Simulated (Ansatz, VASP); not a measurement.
Al: VASP beside Ansatz

```
CELL_PARAMETERS angstrom
0.00000 1.99161 1.99161
1.99161 0.00000 1.99161
1.99161 1.99161 0.00000
ATOMIC_POSITIONS crystal
Al 0.00000 0.00000 0.00000
```

Alike in both runs: task single point; functional LDA; k mesh 11 × 11 × 11; occupations fermi-dirac, width 0.1 eV; no spin polarisation.

|  | VASP | Ansatz |
| --- | --- | --- |
| version | VASP 6.6.1 | Ansatz 0.2.0 |
| potentials or method | VASP PAW LDA potentials, release 64 (Al), cutoff 520 eV | plane waves (420 eV) with PAW, scalar-relativistic |
| valence electrons in the cell | 3 | 3 |

|  | VASP | Ansatz | Ansatz less VASP |
| --- | --- | --- | --- |
| pressure (GPa) | 0.2 | 0.2 | -0.08 |

Ansatz warns that its potentials were made for another functional, while VASP's fit it. LDA's correlation is that of Perdew and Zunger in VASP and of Perdew and Wang (1992) in Ansatz.
